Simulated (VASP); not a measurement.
Set up this calculation in VASP 6.6.1, as the native input.

| Property | Result |
| --- | --- |
| Task | single point |
| Functional | PBEsol |
| Potentials or basis | VASP PAW PBE potentials, release 64 (Ta_pv, N) |
| Cutoff | 520 eV |
| k mesh | 9 × 9 × 5 |
| Occupations | fermi-dirac, width 0.01 eV |
| Spin | no spin polarisation |
| Dipole correction | no |
| Further INCAR settings | ALGO = Normal; EDIFF = 1e-07; NBANDS = 24 |

The structure of TaN lies in POSCAR:

```
TaN
1.0
    2.9585010578      0.0000000000      0.0000000000
   -1.4792505289      2.5621370732      0.0000000000
    0.0000000000      0.0000000000      4.9400000000
Ta N
2 2
Direct
    0.3333333333      0.6666666667      0.0000000000
    0.6666666667      0.3333333333      0.5000000000
    0.3333333333      0.6666666667      0.3850000000
    0.6666666667      0.3333333333      0.8850000000
```

This cell differs from its parent crystal: equal xx and yy strain of -3 %.

One way to write it, as run:

INCAR

```
SYSTEM = TaN
PREC = Accurate
ENCUT = 520
EDIFF = 1E-7
ISMEAR = -1
SIGMA = 0.01
LREAL = .False.
LASPH = .True.
NELM = 80
ALGO = Normal
ISIF = 2
LWAVE = .False.
LCHARG = .False.
GGA = PS
NBANDS = 24
```

KPOINTS

```
regular mesh
0
Gamma
  9 9 5
  0 0 0
```

Potentials or basis: VASP PAW PBE potentials, release 64 (Ta_pv, N).

Launch:

```console
$ cat potpaw_PBE.64/Ta_pv/POTCAR potpaw_PBE.64/N/POTCAR > POTCAR
$ mpirun -np 1 vasp_std > vasp.out
```

Results of the run:

```
Pressure               : 180.8 GPa
Largest force          : 4.272 eV/Å
Band gap on the k mesh : zero (band 16 reaches 10.93 eV, above the bottom of band 17 at 8.46 eV)
```

Caveat: the cell differs from its parent crystal (equal xx and yy strain of -3 %); the PAW data sets were made with another functional, which shifts forces and pressure a little; spin-orbit coupling is left out, which moves the levels of the heavy elements.

It took 22 s on 1 thread of Intel(R) Xeon(R) Platinum 8488C (Sapphire Rapids), with other jobs on the host, peak memory 0.17 GiB.
